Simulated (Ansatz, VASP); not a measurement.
# Two plane-wave programs on V

```
V
1.0
    -1.46382    1.46382    1.46382
     1.46382   -1.46382    1.46382
     1.46382    1.46382   -1.46382
V
1
Direct
  0.00000 0.00000 0.00000
```

Alike in both runs: functional LDA; k mesh 15 × 15 × 15; occupations fermi-dirac, width 0.1 eV; no spin polarisation.

Ansatz relaxed the structure, and its values are those at the end. VASP's run is a single point on that final structure, the one shown.

|  | VASP | Ansatz |
| --- | --- | --- |
| version | VASP 6.6.1 | Ansatz 0.2.0 |
| potentials or method | VASP PAW LDA potentials, release 64 (V_sv), cutoff 500 eV | plane waves (420 eV) with PAW (set soft_1), scalar-relativistic |
| valence electrons in the cell | 13 | 13 |

```csv
,VASP,Ansatz,Ansatz less VASP
pressure (GPa),0.3,0.0,-0.32
```

Ansatz warns that its potentials were made for another functional, while VASP's fit it. LDA's correlation is that of Perdew and Zunger in VASP and of Perdew and Wang (1992) in Ansatz.
